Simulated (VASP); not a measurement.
# RbBr (Pm-3m) in VASP: relaxation of cell and atoms with HSE06

Aim: the relaxation of cell and atoms of RbBr with HSE06.

Program: VASP 6.6.1. These are calculated values, not measurements. Logs are shortened: lines on timing, memory, paths and dates and some standing lists are left out, and cuts for length are marked.

**1. The cell of the first run**

It takes space group Pm-3m (No. 221, cubic). The conventional cell has a = 4.124 Å, b = 4.124 Å, c = 4.124 Å, α = 90.00°, β = 90.00°, γ = 90.00°. Within 4.7 Å of Rb (site symmetry m-3m) lie 8 Br at 3.57 Å and 6 Rb at 4.12 Å. Br (site symmetry m-3m) has 8 Rb at 3.57 Å and 6 Br at 4.12 Å within 4.7 Å.

**2. Relaxation of cell and atoms, HSE06**

Input file POSCAR:

```
RbBr
1.0
    4.1242529966      0.0000000000      0.0000000000
    0.0000000000      4.1242529966      0.0000000000
    0.0000000000      0.0000000000      4.1242529966
Rb Br
1 1
Direct
    0.0000000000      0.0000000000      0.0000000000
    0.5000000000      0.5000000000      0.5000000000
```

Input file INCAR.step1:

```
SYSTEM = RbBr
PREC = Accurate
ENCUT = 600
EDIFF = 1E-5
ISMEAR = -1
SIGMA = 0.02
LREAL = .FALSE.
LASPH = .TRUE.
NELM = 100
ALGO = Normal
LWAVE = .TRUE.
LCHARG = .FALSE.
GGA = PE
NBANDS = 15
```

Input file INCAR.step2:

```
SYSTEM = RbBr
PREC = Accurate
ENCUT = 600
EDIFF = 1E-6
ISMEAR = -1
SIGMA = 0.02
LREAL = .FALSE.
LASPH = .TRUE.
NELM = 100
ALGO = Normal
ISIF = 3
LWAVE = .FALSE.
LCHARG = .FALSE.
GGA = PE
LHFCALC = .TRUE.
HFSCREEN = 0.2079
PRECFOCK = Normal
IBRION = 2
NSW = 80
EDIFFG = -0.005
ISTART = 1
```

Input file KPOINTS:

```
Automatic mesh
0
G
  4 4 4
  0 0 0
```

Potentials or basis: VASP PAW PBE potentials, release 64 (Rb_sv, Br).

The run is started by

```console
cat potpaw_PBE.64/Rb_sv/POTCAR potpaw_PBE.64/Br/POTCAR > POTCAR
cp INCAR.step1 INCAR
mpirun -np 1 vasp_std > vasp.out
cp INCAR.step2 INCAR
mpirun -np 1 vasp_std > vasp.out
```

OUTCAR:

```text
SYSTEM = RbBr
   PREC = Accurate
   ENCUT = 600
   EDIFF = 1E-6
   ISMEAR = -1
   LREAL = .FALSE.
   LASPH = .TRUE.
   NELM = 100
   ISIF = 3
   GGA = PE
   LHFCALC = .TRUE.
   HFSCREEN = 0.2079
   PRECFOCK = Normal
   IBRION = 2
   NSW = 80
   EDIFFG = -0.005
   ISTART = 1

 ion  position               nearest neighbor table
   1  0.000  0.000  0.000-   2 3.57   2 3.57   2 3.57   2 3.57   2 3.57   2 3.57   2 3.57   2 3.57

   2  0.500  0.500  0.500-   1 3.57   1 3.57   1 3.57   1 3.57   1 3.57   1 3.57   1 3.57   1 3.57

  LATTYP: Found a simple cubic cell.
 ALAT       =     4.1242529966

  Lattice vectors:

 A1 = (   4.1242529966,   0.0000000000,   0.0000000000)
 A2 = (   0.0000000000,   4.1242529966,   0.0000000000)
 A3 = (   0.0000000000,   0.0000000000,   4.1242529966)

Analysis of symmetry for initial positions (statically):
=====================================================================
 Subroutine PRICEL returns:
 Original cell was already a primitive cell.

 Routine SETGRP: Setting up the symmetry group for a
 simple cubic supercell.

 Subroutine GETGRP returns: Found 48 space group operations
[... 9 lines left out ...]

 Routine SETGRP: Setting up the symmetry group for a
 simple cubic supercell.

 Subroutine GETGRP returns: Found 48 space group operations
[... 11 lines left out ...]
                                     Primitive cell

  volume of cell :      70.1513

  direct lattice vectors                    reciprocal lattice vectors
     4.124252997  0.000000000  0.000000000     0.242468151  0.000000000  0.000000000
     0.000000000  4.124252997  0.000000000     0.000000000  0.242468151  0.000000000
     0.000000000  0.000000000  4.124252997     0.000000000  0.000000000  0.242468151

  length of vectors
     4.124252997  4.124252997  4.124252997     0.242468151  0.242468151  0.242468151

  position of ions in fractional coordinates (direct lattice)
     0.000000000  0.000000000  0.000000000
     0.500000000  0.500000000  0.500000000

  ion indices of the primitive-cell ions
   primitive index   ion index
                 1           1
                 2           2

----------------------------------------------------------------------------------------

 KPOINTS: Automatic mesh

Automatic generation of k-mesh.
 Grid dimensions read from file:
 generate k-points for:    4    4    4

 Generating k-lattice:

  Cartesian coordinates                     Fractional coordinates (reciprocal lattice)
     0.060617038  0.000000000  0.000000000     0.250000000  0.000000000  0.000000000
     0.000000000  0.060617038  0.000000000     0.000000000  0.250000000  0.000000000
     0.000000000  0.000000000  0.060617038     0.000000000  0.000000000  0.250000000

  Length of vectors
     0.060617038  0.060617038  0.060617038

  Shift w.r.t. Gamma in fractional coordinates (k-lattice)
     0.000000000  0.000000000  0.000000000

 Subroutine IBZKPT returns following result:
 ===========================================

 Found     10 irreducible k-points:

 Following reciprocal coordinates:
            Coordinates               Weight
  0.000000  0.000000  0.000000      1.000000
  0.250000  0.000000  0.000000      6.000000
  0.500000  0.000000  0.000000      3.000000
  0.250000  0.250000  0.000000     12.000000
  0.500000  0.250000  0.000000     12.000000
  0.500000  0.500000  0.000000      3.000000
  0.250000  0.250000  0.250000      8.000000
  0.500000  0.250000  0.250000     12.000000
  0.500000  0.500000  0.250000      6.000000
  0.500000  0.500000  0.500000      1.000000
   k-points           NKPTS =     10   k-points in BZ     NKDIM =     64   number of bands    NBANDS=     12
   number of dos      NEDOS =    301   number of ions     NIONS =      2
   total plane-waves  NPLWV =  46656
   dimension x,y,z NGX =    36 NGY =   36 NGZ =   36
   dimension x,y,z NGXF=    72 NGYF=   72 NGZF=   72
   ions per type =               1   1
   NGX,Y,Z   is equivalent  to a cutoff of  14.51, 14.51, 14.51 a.u.
   NGXF,Y,Z  is equivalent  to a cutoff of  29.02, 29.02, 29.02 a.u.
 SYSTEM =  RbBr
   PREC   = accura    normal or accurate (medium, high low for compatibility)
   ISTART =      1    job   : 0-new  1-cont  2-samecut
   ICHARG =      0    charge: 1-file 2-atom 10-const
   ISPIN  =      1    spin polarized calculation?
   LNONCOLLINEAR =      F non collinear calculations
   LSORBIT =      F    spin-orbit coupling
   LASPH  =      T    aspherical Exc in radial PAW
   ENCUT  =  600.0 eV  44.10 Ry    6.64 a.u.   8.24  8.24  8.24*2*pi/ulx,y,z
   NELM   =    100;   NELMIN=  2; NELMDL=  0     # of ELM steps
   EDIFF  = 0.1E-05   stopping-criterion for ELM
   LREAL  =      F    real-space projection
   EDIFFG = -.5E-02   stopping-criterion for IOM
   NSW    =     80    number of steps for IOM
   IBRION =      2    ionic relax: 0-MD 1-quasi-New 2-CG
   NFREE  =      1    steps in history (QN), initial steepest desc. (CG)
   ISIF   =      3    stress and relaxation
   ISYM   =      3    0-nonsym 1-usesym 2-fastsym
   POTIM  = 0.5000    time-step for ionic-motion
   TEBEG  =    0.0;   TEEND  =   0.0 temperature during run
   PSTRESS=    0.0 pullay stress
   NELECT =      16.0000    total number of electrons
   NUPDOWN=      -1.0000    fix difference up-down
   EMIN   =  10.00;   EMAX   =-10.00  energy-range for DOS
   EFERMI =   0.00;   METHOD = LEGACY
   ISMEAR =    -1;   SIGMA  =   0.02  broadening in eV -4-tet -1-fermi 0-gaus
   EFERMI_NEDOS =   21; number of points for ismear=-14 and -15
   IALGO  =     38    algorithm
   IMIX   =      1    mixing-type and parameters
     AMIX     =   0.40;   BMIX     =  1.00
     AMIX_MAG =   1.60;   BMIX_MAG =  1.00
  volume/ion in A,a.u.               =      35.08       236.70
  Fermi-wavevector in a.u.,A,eV,Ry     =   1.000237  1.890174 13.612272  1.000474
  Thomas-Fermi vector in A             =   2.132580
   LORBIT       =      0    0 simple, 1 ext, 2 COOP (PROOUT), +10 PAW based schemes
   GGA     = PE    functional components
   LHFCALC =     T    Hartree Fock is set to
   PRECFOCK=normal    Normal, Fast or Accurate (Low or Medium for compatibility)
   ENCUT4O =  -1.0   cutoff for four orbital integrals eV
   NKREDX  =     1    reduce k-point grid by
   NKREDY  =     1    reduce k-point grid by
   NKREDZ  =     1    reduce k-point grid by
   AEXX    =    0.2500 exact exchange contribution
   HFSCREEN=    0.2079 screening length (either q_TF or 0.3 A-1)
   HFSCREENC=   0.2079 screening length for correlation (either q_TF or 0.3 A-1)
   ENCUTFOCK=  -1.0 apply spherical cutoff to Coloumb kernel
   IVDW    =     0    specifies the selected vdW correction
   LEPSILON=     F    determine dielectric tensor
   LRPA    =     F    only Hartree local field effects (RPA)
 conjugate gradient relaxation of ions
 non-spin polarized calculation
  energy-cutoff  :      600.00
  volume of cell :       70.15
 maximum number of plane-waves:      2360
 NGX is ok and might be reduce to    36
  NGX = 28; NGY = 28; NGZ = 28

--------------------------------------- Ionic step        1  -------------------------------------------

 number of electron      16.0000001 magnetization

 Free energy of the ion-electron system (eV)
  ---------------------------------------------------
  ext. energy  EPLUGINS =         0.00000000
  ---------------------------------------------------
  free energy    TOTEN  =        -6.96621464 eV

  energy without entropy =       -6.96621464  energy(sigma->0) =       -6.96621464

------------------------ aborting loop because EDIFF is reached ----------------------------------------

  FORCE on cell =-STRESS in cart. coord.  units (eV):
  Direction    XX          YY          ZZ          XY          YZ          ZX
  --------------------------------------------------------------------------------------
  -------------------------------------------------------------------------------------
  Total        0.2125437      0.2125437      0.2125437      0.0000000      0.0000000      0.0000000
  in kB        4.8542580      4.8542580      4.8542580      0.0000000      0.0000000      0.0000000
  external PRESSURE =       4.8542580 kB  Pullay stress =       0.0000000 kB

 VOLUME and BASIS-vectors are now :
 -----------------------------------------------------------------------------
  energy-cutoff  :      600.00
  volume of cell :       70.15
      direct lattice vectors                 reciprocal lattice vectors
     4.124252997  0.000000000  0.000000000     0.242468151  0.000000000  0.000000000
     0.000000000  4.124252997  0.000000000     0.000000000  0.242468151  0.000000000
     0.000000000  0.000000000  4.124252997     0.000000000  0.000000000  0.242468151
[... 73 lines left out ...]
 POSITION                                       TOTAL-FORCE (eV/Angst)
 -----------------------------------------------------------------------------------
      0.00000      0.00000      0.00000         0.000000      0.000000      0.000000
      2.08055      2.08055      2.08055        -0.000000     -0.000000      0.000000
 -----------------------------------------------------------------------------------
    total drift:                               -0.000001     -0.000001     -0.000001

  FREE ENERGIE OF THE ION-ELECTRON SYSTEM (eV)
  ---------------------------------------------------
  free  energy   TOTEN  =        -6.9694964565 eV

  energy  without entropy=       -6.9694964565  energy(sigma->0) =       -6.96949646

--------------------------------------- Ionic step        4  -------------------------------------------

 number of electron      16.0000001 magnetization

 Free energy of the ion-electron system (eV)
  ---------------------------------------------------
  ext. energy  EPLUGINS =         0.00000000
  ---------------------------------------------------
  free energy    TOTEN  =        -6.96955993 eV

  energy without entropy =       -6.96955993  energy(sigma->0) =       -6.96955993

 E-fermi :  -1.1589     XC(G=0):  -6.5319

 val. band max:       -1.6419205603   @ k =   0.5000   0.5000   0.0000
 cond. band min:       3.5134677892   @ k =   0.0000   0.0000   0.0000
 fundamental gap:      5.1553883496
 Fermi energy:        -1.1588851113

 k-point     1 :       0.0000    0.0000    0.0000
  band No.  band energies     occupation
      1     -28.5203      2.00000
      2     -15.2693      2.00000
      3     -11.3411      2.00000
      4     -11.3411      2.00000
      5     -11.3411      2.00000
      6      -1.8050      2.00000
      7      -1.8050      2.00000
      8      -1.8050      2.00000
      9       3.5135      0.00000
     10       5.1444      0.00000
     11       5.1444      0.00000
     12       9.6701      0.00000

 k-point     2 :       0.2500    0.0000    0.0000
  band No.  band energies     occupation
      1     -28.5104      2.00000
      2     -15.2608      2.00000
      3     -11.4063      2.00000
      4     -11.3180      2.00000
      5     -11.3180      2.00000
      6      -2.6903      2.00000
      7      -1.8328      2.00000
      8      -1.8328      2.00000
      9       4.7874      0.00000
     10       5.6212      0.00000
     11       6.3368      0.00000
     12       9.4415      0.00000
[... 140 lines left out ...]
 POSITION                                       TOTAL-FORCE (eV/Angst)
 -----------------------------------------------------------------------------------
      0.00000      0.00000      0.00000        -0.000000     -0.000000      0.000000
      2.08335      2.08335      2.08335         0.000000      0.000000      0.000000
 -----------------------------------------------------------------------------------
    total drift:                                0.000000      0.000000      0.000000

  FREE ENERGIE OF THE ION-ELECTRON SYSTEM (eV)
  ---------------------------------------------------
  free  energy   TOTEN  =        -6.9695599296 eV

  energy  without entropy=       -6.9695599296  energy(sigma->0) =       -6.96955993

 reached required accuracy - stopping structural energy minimisation
```

Run time: 22 min. Hardware: 1 thread of Intel Xeon Platinum 8488C (Sapphire Rapids), shared host; peak memory 0.34 GiB.

What came out:

| Quantity | Value |
| --- | --- |
| Free energy | -6.9696 eV |
| Relaxed volume | 36.17 Å³/atom |
| Relaxed cell | a = 4.167 Å, b = 4.167 Å, c = 4.167 Å, α = 90.00°, β = 90.00°, γ = 90.00° |
| Space group after relaxing (to 0.05 Å) | Pm-3m (No. 221) |
| Energy gained by relaxing | 1.7 meV/atom |
| Ionic steps | 4 |
| Pressure after relaxing | 0.0 GPa |
| Band gap on the k mesh | 5.16 eV, indirect (least direct gap 5.32 eV) |

The path:
```tsv
step	energy change (eV)	largest force (eV/Å)	pressure (GPa)	volume (Å³)
1	0.0000	0.0000	0.49	70.15
2	-0.0025	0.0000	0.24	71.24
3	-0.0033	0.0000	0.06	72.05
4	-0.0033	0.0000	0.01	72.34
```

Final structure:
```
Rb Br
1.0
     4.16670    0.00000    0.00000
     0.00000    4.16670    0.00000
     0.00000    0.00000    4.16670
Rb Br
1 1
Direct
  0.00000 0.00000 0.00000
  0.50000 0.50000 0.50000
```

Levels at points of the mesh, in eV from the valence-band top:
| k point | band 5 | band 6 | band 7 | band 8 | band 9 | band 10 | band 11 | band 12 |
| --- | --- | --- | --- | --- | --- | --- | --- | --- |
| (0.00, 0.00, 0.00) | -9.70 | -0.16 | -0.16 | -0.16 | 5.16 | 6.79 | 6.79 | 11.31 |
| (0.50, 0.00, 0.00) | -9.65 | -1.73 | -0.22 | -0.22 | 8.15 | 8.17 | 8.79 | 9.91 |
| (0.50, 0.50, 0.00) | -9.62 | -1.09 | -1.09 | 0.00 | 6.47 | 7.43 | 9.26 | 9.26 |
| (0.50, 0.50, 0.50) | -9.91 | -1.34 | -1.34 | -1.34 | 9.34 | 9.34 | 9.34 | 10.65 |

Caveat: the PAW data sets were made with another functional, which shifts forces and pressure a little. A k mesh can miss the band edges.
